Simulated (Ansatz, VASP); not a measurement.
**Two plane-wave programs on BN**

Contents of INCAR:

```
PREC     = Accurate       # precision mode
ENCUT    = 520            # plane-wave cutoff, eV
EDIFF    = 1E-6           # SCF threshold, eV
ISMEAR   = 0              # smearing method
SIGMA    = 0.05           # smearing width, eV
LREAL    = False          # projectors in reciprocal space
LASPH    = True           # aspherical terms in the spheres
NELM     = 80             # most SCF steps
ALGO     = Normal         # electronic algorithm
ISIF     = 2              # what is computed and relaxed
LWAVE    = False          # write WAVECAR
LCHARG   = False          # write CHGCAR
NBANDS   = 16             # bands
```

Contents of KPOINTS:

```
regular mesh
0
Gamma
  12 12 4
```

The input POSCAR:

```
BN
1.0
    2.5692771244      0.0000000000      0.0000000000
   -1.2846385622      2.2250592591      0.0000000000
    0.0000000000      0.0000000000      6.2384617857
B N
2 2
Direct
    0.3333333333      0.6666666667      0.2500000000
    0.6666666667      0.3333333333      0.7500000000
    0.3333333333      0.6666666667      0.7500000000
    0.6666666667      0.3333333333      0.2500000000
```

Input for Ansatz:

```yaml
crystal:
  lattice:
    - [2.5692771244, 0.0, 0.0]
    - [-1.2846385622, 2.2250592591, 0.0]
    - [0.0, 0.0, 6.2384617857]
  atoms:
    - { symbol: B, position: [0.3333333333, 0.6666666667, 0.25] }
    - { symbol: B, position: [0.6666666667, 0.3333333333, 0.75] }
    - { symbol: "N", position: [0.3333333333, 0.6666666667, 0.75] }
    - { symbol: "N", position: [0.6666666667, 0.3333333333, 0.25] }
basis:
  ecutwfc: 520.0
kpoints:
  mp_grid: { grid: [12, 12, 4] }
hamiltonian:
  xc: lda
  pseudopotentials: { kind: paw, azcp: { folder: soft_1 } }
scf:
  occupations: { method: gaussian, width: 0.05 }
output:
  forces: true
  stress: true
  eigenvalues: true
```

Alike in both runs: task single point; functional LDA; k mesh 12 × 12 × 4; occupations gaussian, width 0.05 eV; no spin polarisation.

```csv
,VASP,Ansatz
version,VASP 6.6.1,Ansatz 0.2.0
potentials or method,"VASP PAW LDA potentials, release 64 (B, N), cutoff 520 eV","scalar-relativistic, plane waves, PAW"
valence electrons in the cell,16,16
```

|  | VASP | Ansatz | Ansatz less VASP |
| --- | --- | --- | --- |
| gap on the k mesh at the Fermi level (eV) | 3.82 | 3.83 | +0.010 |
| least direct gap on the mesh (eV) | 4.11 | 4.12 | +0.010 |
| pressure (GPa) | -20.9 | -21.5 | -0.53 |
| traceless stress, the component that is largest in VASP (GPa) | 21.83 | 22.53 | +0.699 |

Ansatz warns that its potentials were made for another functional, while VASP's fit it. LDA's correlation is that of Perdew and Zunger in VASP and of Perdew and Wang (1992) in Ansatz.
